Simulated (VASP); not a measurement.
Input of a VASP 6.6.1 run:

File POSCAR:

```
Cu
1.0
    2.5340966700      0.0000000000      0.0000000000
   -1.2670483300      2.1945920900      0.0000000000
    0.0000000000      0.0000000000      4.1125710000
Cu
2
Direct
    0.3333333333      0.6666666667      0.2500000000
    0.6666666667      0.3333333333      0.7500000000
```

File INCAR.step1:

```
  ALGO = Normal
  EDIFF = 1E-5
  ENCUT = 770
  GGA = PE
  GGA_COMPAT = F
  ISMEAR = -1
  LASPH = T
  LCHARG = F
  LREAL = F
  LWAVE = T
  NBANDS = 26
  NELM = 120
  PREC = Accurate
  SIGMA = 0.1
```

INCAR.step2

```
  ALGO = Normal
  EDIFF = 1E-6
  ENCUT = 770
  GGA_COMPAT = F
  ISIF = 2
  ISMEAR = -1
  ISTART = 1
  LASPH = T
  LCHARG = F
  LMIXTAU = T
  LREAL = F
  LWAVE = F
  METAGGA = R2SCAN
  NBANDS = 26
  NELM = 120
  PREC = Accurate
  SIGMA = 0.1
```

File KPOINTS:

```
k-points
0
Gamma
  3 3 2
```

Potentials or basis: VASP PAW PBE potentials, release 64 (Cu_sv_GW).

Run with:

```console
$ cat potpaw_PBE.64/Cu_sv_GW/POTCAR > POTCAR
$ cp INCAR.step1 INCAR
$ mpirun -np 1 vasp_std > vasp.out
$ cp INCAR.step2 INCAR
$ mpirun -np 1 vasp_std > vasp.out
```

**Question.** Predict the pressure.

**Answer.** -4.7 GPa.

**Question.** Predict the band gap on the k mesh.

**Answer.** Zero (band 19 reaches 11.96 eV, above the bottom of band 20 at 5.65 eV).

Stress tensor (GPa, compression positive):
```
-5.84  0.00  0.00
 0.00 -5.84  0.00
 0.00  0.00 -2.29
```

Caveat: the k points lie up to 0.95 Å⁻¹ apart; the PAW data sets were made with another functional, which shifts forces and pressure a little.
